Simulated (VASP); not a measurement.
Write the native input for VASP 6.6.1 that does the following.

```yaml
Task: single point
Functional: PBEsol
Potentials_or_basis: VASP PAW PBE potentials, release 64 (Sn_d, O)
Cutoff: 520 eV
k_mesh: 6 × 6 × 8
Occupations: gaussian, width 0.02 eV
Spin: no spin polarisation
Dipole_correction: no
Further_INCAR_settings: ALGO = Normal; EDIFF = 1e-07; NBANDS = 35
```

The structure of SnO2 lies in POSCAR:

```
SnO2
1.0
    4.5538603052      0.0000000000      0.0000000000
    0.0000000000      4.5538603052      0.0000000000
    0.0000000000      0.0000000000      3.3349243090
Sn O
2 4
Direct
    0.5000000000      0.5000000000      0.5000000000
    0.0000000000      0.0000000000      0.0000000000
    0.1919100329      0.8080899671      0.5000000000
    0.8080899671      0.1919100329      0.5000000000
    0.3080899671      0.3080899671      0.0000000000
    0.6919100329      0.6919100329      0.0000000000
```

This cell differs from its parent crystal: biaxial strain in the a-b plane: -4.5 %, then relaxed in part.

One way to write it, as run:

INCAR

```
SYSTEM = SnO2
ALGO = Normal
EDIFF = 1E-7
ENCUT = 520
GGA = PS
ISIF = 2
ISMEAR = 0
LASPH = .TRUE.
LCHARG = .FALSE.
LREAL = .FALSE.
LWAVE = .FALSE.
NBANDS = 35
NELM = 60
PREC = Accurate
SIGMA = 0.02
```

KPOINTS

```
k-points
0
G
  6 6 8
  0 0 0
```

Potentials or basis: VASP PAW PBE potentials, release 64 (Sn_d, O).

The run is started by

```console
$ cat potpaw_PBE.64/Sn_d/POTCAR potpaw_PBE.64/O/POTCAR > POTCAR
$ mpirun -np 1 vasp_std > vasp.out
```

Results of the run:

| Quantity | Value |
| --- | --- |
| Pressure | 10.6 GPa |
| Band gap on the k mesh | 1.35 eV |

Caveat: the cell differs from its parent crystal (biaxial strain in the a-b plane: -4.5 %, then relaxed in part); the cell stands under pressure; the PAW data sets were made with another functional, which shifts forces and pressure a little; spin-orbit coupling is left out, which moves the levels of the heavy elements.

Run time: 2.7 min on 1 thread of Intel Xeon 8259CL, on a shared host, peak memory 0.24 GiB.
